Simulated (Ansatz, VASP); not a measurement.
# One calculation of Sb, two programs

INCAR

```
SYSTEM = Sb
PREC = Accurate ; ENCUT = 520
EDIFF = 1E-6 ; ISMEAR = -1
SIGMA = 0.05 ; LREAL = .FALSE.
LASPH = .TRUE. ; NELM = 80
ALGO = Normal ; ISIF = 2
LWAVE = .FALSE. ; LCHARG = .TRUE.
GGA = PE ; LELF = .TRUE.
LVHAR = .TRUE. ; NBANDS = 12
```

The input KPOINTS:

```
Automatic mesh
0
G
  12 12 7
  0 0 0
```

POSCAR

```
Sb
1.0
    3.3234675684      0.0000000000      0.0000000000
   -1.6617337843      2.8782073429      0.0000000000
    0.0000000000      0.0000000000      5.2579641425
Sb
2
Direct
    0.3333333333      0.6666666667      0.2500000000
    0.6666666667      0.3333333333      0.7500000000
```

Input for Ansatz:

```yaml
crystal:
  lattice:
    - [3.3234675684, 0.0, 0.0]
    - [-1.6617337843, 2.8782073429, 0.0]
    - [0.0, 0.0, 5.2579641425]
  atoms:
    - { symbol: Sb, position: [0.3333333333, 0.6666666667, 0.25] }
    - { symbol: Sb, position: [0.6666666667, 0.3333333333, 0.75] }
kpoints:
  mp_grid: { grid: [12, 12, 7] }
scf:
  occupations: { method: fermi_dirac, width: 0.05 }
hamiltonian:
  xc: pbe
  pseudopotentials: { kind: all_electron, lapw: { basis_error: 0.0005 } }
output:
  forces: true
  stress: true
  eigenvalues: true
```

Change from the starting cell: volume scaled by 0.96.

Alike in both runs: task single point; functional PBE; k mesh 12 × 12 × 7; occupations fermi-dirac, width 0.05 eV; no spin polarisation.

|  | VASP | Ansatz |
| --- | --- | --- |
| version | VASP 6.6.1 | Ansatz 0.2.0 |
| potentials or method | VASP PAW PBE potentials, release 64 (Sb), cutoff 520 eV | all-electron LAPW, scalar-relativistic |

|  | VASP | Ansatz | Ansatz less VASP |
| --- | --- | --- | --- |
| pressure (GPa) | 6.1 | 6.3 | +0.14 |
| traceless stress, the component that is largest in VASP (GPa) | -0.76 | -0.76 | +0.001 |

Ansatz ran all-electron here, and VASP with PAW potentials.

Spin-orbit coupling is off throughout.
